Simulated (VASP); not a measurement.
# Sn3GeO4 (P4mm) in VASP: notebook, part 2 of 2

VASP 6.6.1. The steps go on from the part before.

## (4) Single point, PBE

The input, INCAR:

```
  PREC = Accurate
  ENCUT = 520
  EDIFF = 1E-6
  ISMEAR = 0
  SIGMA = 0.02
  LREAL = False
  LASPH = True
  NELM = 100
  ALGO = Normal
  ISIF = 2
  LWAVE = False
  LCHARG = False
  GGA = PE
  NBANDS = 50
```

The input, KPOINTS:

```
regular mesh
0
Gamma
  6 6 6
```

The input, POSCAR:

```
Sn3GeO4
1.0
    5.3823317000      0.0000000000      0.0000000000
    0.0000000000      5.3823317000      0.0000000000
    0.0000000000      0.0000000000      4.9673217000
Sn Ge O
3 1 4
Direct
    0.0000000000      0.5000000000      0.2330090000
    0.5000000000      0.0000000000      0.2330090000
    0.5000000000      0.5000000000      0.7568400000
    0.0000000000      0.0000000000      0.7986430000
    0.7546420000      0.2453580000      0.9946240000
    0.2453580000      0.7546420000      0.9946240000
    0.7546420000      0.7546420000      0.9946240000
    0.2453580000      0.2453580000      0.9946240000
```

Potentials or basis: VASP PAW PBE potentials, release 64 (Sn_d, Ge_d, O).

Launch:

```
$ cat potpaw_PBE.64/Sn_d/POTCAR potpaw_PBE.64/Ge_d/POTCAR potpaw_PBE.64/O/POTCAR > POTCAR
$ mpirun -np 1 vasp_std > vasp.out
```

OUTCAR:

```text
PREC = Accurate
   ENCUT = 520
   EDIFF = 1E-6
   ISMEAR = 0
   LREAL = False
   LASPH = True
   NELM = 100
   ISIF = 2
   GGA = PE

 ion  position               nearest neighbor table
   1  0.000  0.500  0.233-   5 2.24   6 2.24   7 2.24   8 2.24   3 3.58   3 3.58   3 3.74   3 3.74

   2  0.500  0.000  0.233-   5 2.24   6 2.24   7 2.24   8 2.24   3 3.58   3 3.58   3 3.74   3 3.74

   3  0.500  0.500  0.757-   5 2.27   6 2.27   7 2.27   8 2.27   1 3.58   2 3.58   2 3.58   1 3.58
                             1 3.74   2 3.74   2 3.74   1 3.74
   4  0.000  0.000  0.799-   5 2.11   6 2.11   7 2.11   8 2.11
   5  0.755  0.245  0.995-   4 2.11   2 2.24   1 2.24   3 2.27
   6  0.245  0.755  0.995-   4 2.11   2 2.24   1 2.24   3 2.27
   7  0.755  0.755  0.995-   4 2.11   2 2.24   1 2.24   3 2.27
   8  0.245  0.245  0.995-   4 2.11   2 2.24   1 2.24   3 2.27

  LATTYP: Found a simple tetragonal cell.
 ALAT       =     5.3823317000
 C/A-ratio  =     0.9228940126

  Lattice vectors:

 A1 = (   5.3823317000,   0.0000000000,   0.0000000000)
 A2 = (   0.0000000000,   5.3823317000,   0.0000000000)
 A3 = (   0.0000000000,   0.0000000000,   4.9673217000)

Analysis of symmetry for initial positions (statically):
=====================================================================
 Subroutine PRICEL returns:
 Original cell was already a primitive cell.

 Routine SETGRP: Setting up the symmetry group for a
 simple tetragonal supercell.

 Subroutine GETGRP returns: Found  8 space group operations
 (whereof  8 operations were pure point group operations)
 out of a pool of 16 trial point group operations.

The static configuration has the point symmetry C_4v.

Analysis of symmetry for dynamics (positions and initial velocities):
[... 145 lines left out ...]
  Fermi-wavevector in a.u.,A,eV,Ry     =   1.346120  2.543798 24.654286  1.812039
  Thomas-Fermi vector in A             =   2.473978
   LORBIT       =      0    0 simple, 1 ext, 2 COOP (PROOUT), +10 PAW based schemes
   GGA     = PE    functional components
   LHFCALC =     F    Hartree Fock is set to
   AEXX    =    0.0000 exact exchange contribution
   IVDW    =     0    specifies the selected vdW correction
   LEPSILON=     F    determine dielectric tensor
   LRPA    =     F    only Hartree local field effects (RPA)
 non-spin polarized calculation
 Gauss-broadening in eV      SIGMA  =   0.02
  energy-cutoff  :      520.00
  volume of cell :      143.90
 maximum number of plane-waves:      3936
   NGX = 21   NGY = 21   NGZ = 19

 number of electron      80.0000033 magnetization

 Free energy of the ion-electron system (eV)
  ---------------------------------------------------
  ext. energy  EPLUGINS =         0.00000000
  ---------------------------------------------------
  free energy    TOTEN  =       -45.65617798 eV

  energy without entropy =      -45.65617798  energy(sigma->0) =      -45.65617798

 E-fermi :   5.8501     XC(G=0):  -9.9219

 val. band max:        5.6982466017   @ k =   0.1667   0.0000   0.0000
 cond. band min:       6.4292466776   @ k =   0.0000   0.0000   0.0000
 fundamental gap:      0.7310000759
 Fermi energy:         5.8500596012

 k-point     1 :       0.0000    0.0000    0.0000
  band No.  band energies     occupation
      1     -18.8772      2.00000
      2     -18.8366      2.00000
      3     -18.8320      2.00000
      4     -18.8320      2.00000
      5     -18.7949      2.00000
      6     -15.8424      2.00000
[... 1261 lines left out ...]
     49      11.8130      0.00000
     50      11.8374      0.00000

 [... further k-points ...]

------------------------ aborting loop because EDIFF is reached ----------------------------------------

  FORCE on cell =-STRESS in cart. coord.  units (eV):
  Direction    XX          YY          ZZ          XY          YZ          ZX
  --------------------------------------------------------------------------------------
  -------------------------------------------------------------------------------------
  Total        0.1844004      0.1844004      0.2184200      0.0000000      0.0000000      0.0000000
  in kB        2.0530956      2.0530956      2.4318672      0.0000000      0.0000000      0.0000000
  external PRESSURE =       2.1793528 kB  Pullay stress =       0.0000000 kB

 VOLUME and BASIS-vectors are now :
 -----------------------------------------------------------------------------
  energy-cutoff  :      520.00
  volume of cell :      143.90
      direct lattice vectors                 reciprocal lattice vectors
     5.382331700  0.000000000  0.000000000     0.185793083  0.000000000  0.000000000
     0.000000000  5.382331700  0.000000000     0.000000000  0.185793083  0.000000000
     0.000000000  0.000000000  4.967321700     0.000000000  0.000000000  0.201315731

 POSITION                                       TOTAL-FORCE (eV/Angst)
 -----------------------------------------------------------------------------------
      0.00000      2.69117      1.15743        -0.000000      0.000000      0.077705
      2.69117      0.00000      1.15743        -0.000000      0.000000      0.077705
      2.69117      2.69117      3.75947        -0.000000      0.000000     -0.072281
      0.00000      0.00000      3.96712        -0.000000      0.000000     -0.074379
      4.06173      1.32060      4.94062        -0.003024      0.003024     -0.002187
      1.32060      4.06173      4.94062         0.003024     -0.003024     -0.002187
      4.06173      4.06173      4.94062        -0.003024     -0.003024     -0.002187
      1.32060      1.32060      4.94062         0.003024      0.003024     -0.002187
 -----------------------------------------------------------------------------------
    total drift:                                0.000000      0.000000     -0.001375

  FREE ENERGIE OF THE ION-ELECTRON SYSTEM (eV)
  ---------------------------------------------------
  free  energy   TOTEN  =       -45.6561779818 eV

  energy  without entropy=      -45.6561779818  energy(sigma->0) =      -45.65617798
```

OSZICAR:

```text
N       E                     dE             d eps       ncg     rms          rms(c)
DAV:   1     0.104924295032E+04    0.10492E+04   -0.38086E+04  4724   0.292E+03
DAV:   2     0.188295577949E+03   -0.86095E+03   -0.81640E+03  4040   0.829E+02
DAV:   3    -0.310073128047E+02   -0.21930E+03   -0.20840E+03  4500   0.268E+02
DAV:   4    -0.521100361740E+02   -0.21103E+02   -0.20696E+02  4680   0.900E+01
DAV:   5    -0.529138401391E+02   -0.80380E+00   -0.80121E+00  4604   0.177E+01    0.161E+01
DAV:   6    -0.456634832207E+02    0.72504E+01   -0.30321E+01  6632   0.517E+01    0.685E+00
DAV:   7    -0.456870924972E+02   -0.23609E-01   -0.42759E+00  4420   0.981E+00    0.352E+00
DAV:   8    -0.456832861476E+02    0.38063E-02   -0.87392E-01  6170   0.521E+00    0.130E+00
DAV:   9    -0.456536839410E+02    0.29602E-01   -0.16618E-01  6150   0.345E+00    0.369E-01
DAV:  10    -0.456565638571E+02   -0.28799E-02   -0.24480E-02  5318   0.127E+00    0.202E-01
DAV:  11    -0.456560880528E+02    0.47580E-03   -0.30734E-03  5494   0.458E-01    0.649E-02
DAV:  12    -0.456561992369E+02   -0.11118E-03   -0.14412E-03  5274   0.182E-01    0.551E-02
DAV:  13    -0.456561776487E+02    0.21588E-04   -0.19434E-04  5318   0.126E-01    0.158E-02
DAV:  14    -0.456561791699E+02   -0.15211E-05   -0.17151E-05  4728   0.301E-02    0.826E-03
DAV:  15    -0.456561779032E+02    0.12666E-05   -0.24180E-06  3952   0.159E-02    0.299E-03
DAV:  16    -0.456561779818E+02   -0.78611E-07   -0.12937E-06  2524   0.668E-03
   1 F= -.45656178E+02 E0= -.45656178E+02  d E =-.198105E-28
```

stdout:

```text
POSCAR found type information on POSCAR SnGeO
 POSCAR found :  3 types and       8 ions
 scaLAPACK will be used
 LDA part: xc-table for (Slater+PW92), standard interpolation
 POSCAR, INCAR and KPOINTS ok, starting setup
 FFT: planning ... GRIDC
 FFT: planning ... GRID_SOFT
 FFT: planning ... GRID
 WAVECAR not read
 entering main loop
```

Wall time 4.7 min (1 thread of Oxide Virtual Turin-like, shared host); peak memory 0.35 GiB.

Results:

```
Free energy            : -45.6562 eV
Pressure               : 0.2 GPa
Largest force          : 0.078 eV/Å
Band gap on the k mesh : 0.73 eV (least direct gap 0.77 eV)
```

Forces on the atoms (eV/Å):
```
Sn   0.000  0.000  0.078
Sn   0.000  0.000  0.078
Sn   0.000  0.000 -0.072
Ge   0.000  0.000 -0.074
O   -0.003  0.003 -0.002
O    0.003 -0.003 -0.002
O   -0.003 -0.003 -0.002
O    0.003  0.003 -0.002
```

Levels at points of the mesh, in eV from the valence-band top:
```
           k point  band 37  band 38  band 39  band 40  band 41  band 42  band 43  band 44
(0.00, 0.00, 0.00)    -2.02    -1.79    -1.54    -0.04     0.73     0.73     2.12     4.18
(0.50, 0.00, 0.00)    -2.40    -2.34    -0.56    -0.42     2.30     2.78     3.02     3.36
(0.50, 0.50, 0.00)    -2.35    -2.19    -2.19    -2.07     2.71     3.15     3.54     3.54
(0.00, 0.00, 0.50)    -2.22    -2.14    -2.02    -1.63     1.62     2.78     2.78     3.65
(0.50, 0.00, 0.50)    -1.92    -1.80    -1.54    -1.45     1.92     2.13     2.97     3.50
(0.50, 0.50, 0.50)    -1.50    -1.36    -1.36    -1.30     2.53     2.58     2.98     2.98
```

Caveat: semilocal functionals underestimate gaps, and a narrow one can read as zero; spin-orbit coupling is left out, which moves the levels of the heavy elements. A k mesh can miss the band edges.

## (5) Overview

| cell | k mesh | smearing | gap on the mesh (eV) | pressure (GPa) | largest force (eV/Å) |
| --- | --- | --- | --- | --- | --- |
| a = 5.382, b = 5.382, c = 4.967 Å, 8 atoms | 4 × 4 × 4 | gaussian 0.1 eV | 0.74 | 0.2 | 0.07 |
| a = 4.967, b = 5.382, c = 5.382 Å, 8 atoms | 4 × 4 × 4 | gaussian 0.1 eV | 0.74 | 0.2 | 0.07 |
| a = 5.382, b = 5.382, c = 4.967 Å, 8 atoms | 6 × 6 × 6 | gaussian 0.02 eV | 0.73 | 0.2 | 0.08 |

Alike in all rows: task single point; level PBE; potentials or basis VASP PAW PBE potentials, release 64 (Sn_d, Ge_d, O); no spin polarisation; cutoff (eV) 520.

Caveats: semilocal functionals underestimate gaps, and a narrow one can read as zero; spin-orbit coupling is left out, which moves the levels of the heavy elements.

Total energies depend on the potentials used, so only differences within one code and one set of settings carry meaning.
